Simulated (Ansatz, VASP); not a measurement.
## KCl in VASP and in Ansatz

POSCAR

```
KCl
1.0
    0.0000000000      3.1078759800      3.1078759800
    3.1078759800      0.0000000000      3.1078759800
    3.1078759800      3.1078759800      0.0000000000
K Cl
1 1
Direct
    0.0000000000      0.0000000000      0.0000000000
    0.5000000000      0.5000000000      0.5000000000
```

File INCAR.step1:

```
PREC     = Accurate       # precision mode
ENCUT    = 520            # plane-wave cutoff, eV
ISMEAR   = 1              # smearing method
SIGMA    = 0.2224         # smearing width, eV
LREAL    = False          # projectors in reciprocal space
LASPH    = True           # aspherical terms in the spheres
NELM     = 80             # most SCF steps
NBANDS   = 15             # bands
GGA      = PE             # functional
ALGO     = Normal         # electronic algorithm
EDIFF    = 1E-4           # SCF threshold, eV
LWAVE    = True           # write WAVECAR
LCHARG   = False          # write CHGCAR
```

The input INCAR.step2:

```
PREC     = Accurate       # precision mode
ENCUT    = 520            # plane-wave cutoff, eV
EDIFF    = 1E-6           # SCF threshold, eV
ISMEAR   = 1              # smearing method
SIGMA    = 0.2224         # smearing width, eV
LREAL    = False          # projectors in reciprocal space
LASPH    = True           # aspherical terms in the spheres
NELM     = 80             # most SCF steps
ALGO     = Normal         # electronic algorithm
ISIF     = 2              # what is computed and relaxed
LWAVE    = False          # write WAVECAR
LCHARG   = False          # write CHGCAR
METAGGA  = R2SCAN         # meta-GGA
LMIXTAU  = True         
NBANDS   = 15             # bands
ISTART   = 1
```

The input KPOINTS:

```
Automatic mesh
0
Gamma
  7 7 7
```

Input for Ansatz:

```yaml
crystal:
  lattice:
    - [0.0, 3.10787598, 3.10787598]
    - [3.10787598, 0.0, 3.10787598]
    - [3.10787598, 3.10787598, 0.0]
  atoms:
    - { symbol: K, position: [0.0, 0.0, 0.0] }
    - { symbol: Cl, position: [0.5, 0.5, 0.5] }
  symmetry: { tolerance: 0.0003 }
kpoints:
  mp_grid: { grid: [7, 7, 7], shift: [0, 0, 0] }
  band_path:
    path:
      - [0.375, 0.375, 0.75]
      - [0.0, 0.0, 0.0]
      - [0.5, 0.5, 0.5]
      - [0.5, 0.25, 0.75]
      - [0.5, 0.0, 0.5]
    npoints: 13
magnetization:
  spin_polarized: false
scf:
  occupations: { method: cold, width: 0.2224 }
  lower_state_search: "off"
  max_iter: 200
hamiltonian:
  pseudopotentials: { kind: paw }
  xc: r2scan
basis:
  ecutwfc: 500
  fft_grid_basis: typed
output:
  forces: true
  stress: true
  eigenvalues: true
  bader: true
  populations: true
  elf: true
  write_potential: true
  volumetric_format: npy
  dos:
    e_range: [-12, 8]
    de: 0.05
    projected: { site_lists: { Cl: [Cl], K: [K] } }
checkpoint:
  read: saved_state
```

Alike in both runs: task single point; functional r2SCAN; k mesh 7 × 7 × 7; no spin polarisation.

|  | VASP | Ansatz |
| --- | --- | --- |
| version | VASP 6.6.1 | Ansatz 0.2.0 |
| potentials or method | VASP PAW PBE potentials, release 64 (K_sv, Cl), cutoff 520 eV | PAW plane waves |
| occupations | methfessel-paxton of order 1, width 0.2224 eV | cold, width 0.2224 eV |
| valence electrons in the cell | 16 | 16 |

|  | VASP | Ansatz | Ansatz less VASP |
| --- | --- | --- | --- |
| pressure (GPa) | 0.7 | 0.8 | +0.11 |

VASP's potentials were made for PBE, not for r2SCAN.
